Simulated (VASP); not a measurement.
## Hf: density of states with PBEsol

Crystal: Hf.

```
Hf
1.0
    -1.80500    1.80500    1.80500
     1.80500   -1.80500    1.80500
     1.80500    1.80500   -1.80500
Hf
1
Direct
  0.00000 0.00000 0.00000
```

| Item | Value |
| --- | --- |
| Program | VASP 6.6.1 |
| Task | density of states |
| Functional | PBEsol |
| Potentials or basis | VASP PAW PBE potentials, release 64 (Hf_pv) |
| Cutoff | 520 eV |
| k mesh | 14 × 14 × 14 |
| Occupations | fermi-dirac, width 0.05 eV |
| Spin | no spin polarisation |
| Dipole correction | no |
| k mesh for the DOS | 21 × 21 × 21 |
| Occupations for the DOS | tetrahedron |
| Further INCAR settings | ALGO = Normal; EDIFF = 1e-07; NBANDS = 11 |

| Item | Value |
| --- | --- |
| Valence electrons inside the program's atomic spheres | Hf 8.25 |

Levels at points of the mesh, in eV from the Fermi level:
| k point | band 1 | band 2 | band 3 | band 4 | band 5 | band 6 | band 7 | band 8 | band 9 | band 10 |
| --- | --- | --- | --- | --- | --- | --- | --- | --- | --- | --- |
| (0.00, 0.00, 0.00) | -29.98 | -29.98 | -29.98 | -6.88 | 1.47 | 1.47 | 1.47 | 4.12 | 4.12 | 13.06 |

It took 38 s on 1 thread of Intel(R) Xeon(R) Platinum 8488C (Sapphire Rapids), on a shared host, peak memory 0.2 GiB.

Caveat: spin-orbit coupling is left out, which moves the levels of the heavy elements.
